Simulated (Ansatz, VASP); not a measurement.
ZrTeBr: VASP beside Ansatz

Contents of INCAR:

```
PREC = Accurate
ENCUT = 520
EDIFF = 1E-6
ISMEAR = 0
SIGMA = 0.1
LREAL = F
LASPH = T
NELM = 150
ALGO = Normal
ISIF = 2
LWAVE = F
LCHARG = F
ISPIN = 2
MAGMOM = 1 0 0
LORBIT = 11
LMAXMIX = 4
GGA = PE
NBANDS = 24
```

Contents of KPOINTS:

```
Automatic mesh
0
Gamma
  6 6 4
```

The input POSCAR:

```
ZrTeBr
1.0
    4.7925679400      0.0000000000      0.0000000000
   -2.3962839700      4.1504855900      0.0000000000
    0.0000000000      0.0000000000      5.2833451700
Zr Te Br
1 1 1
Direct
    0.0000000000      0.0000000000      0.5000000000
    0.3333333300      0.6666666700      0.5000000000
    0.6666666700      0.3333333300      0.0000000000
```

Input for Ansatz:

```yaml
crystal:
  lattice:
    - [4.79256794, 0.0, 0.0]
    - [-2.39628397, 4.15048559, 0.0]
    - [0.0, 0.0, 5.28334517]
  atoms:
    - { symbol: Zr, position: [0.0, 0.0, 0.5], spin: 1.0 }
    - { symbol: Te, position: [0.33333333, 0.66666667, 0.5] }
    - { symbol: Br, position: [0.66666667, 0.33333333, 0.0] }
basis:
  ecutwfc: 420
kpoints:
  mp_grid: { grid: [6, 6, 4] }
hamiltonian:
  xc: pbe
scf:
  occupations: { method: gaussian, width: 0.1 }
  lower_state_search: "off"
output:
  forces: true
  stress: true
  eigenvalues: true
  populations: true
magnetization:
  spin_polarized: true
```

Change from the starting cell: species swapped into the BaAlSn type (P-6m2, No. 187).

Alike in both runs: task single point; functional PBE; k mesh 6 × 6 × 4; occupations gaussian, width 0.1 eV; collinear spin.

|  | VASP | Ansatz |
| --- | --- | --- |
| version | VASP 6.6.1 | Ansatz 0.2.0 |
| potentials or method | VASP PAW PBE potentials, release 64 (Zr_sv, Te, Br), cutoff 520 eV | scalar-relativistic, plane waves, PAW |
| valence electrons in the cell | 25 | 35 |

VASP gave:

| Quantity | Value |
| --- | --- |
| gap on the k mesh at the Fermi level (eV) | none |
| pressure (GPa) | -0.6 |
| traceless stress, the component that is largest in VASP (GPa) | -1.89 |
| net moment per atom (μB) | 0.29 |
| size of the moment on the site where the two differ most (μB) | 0.68 |

Question: Estimate Ansatz's values.

Answer: gap on the k mesh at the Fermi level (eV): none; pressure (GPa): -0.6; traceless stress, the component that is largest in VASP (GPa): -1.87; net moment per atom (μB): 0.29; size of the moment on the site where the two differ most (μB): 0.60.

Site moments also hang on the region over which each program counts them. A gap of «none» marks a metal or a gap that the smearing closes. VASP's potentials hold 25 valence electrons a cell and Ansatz's 35, so a difference there can come from the potentials and not from the codes.

Neither program's run includes spin-orbit coupling.
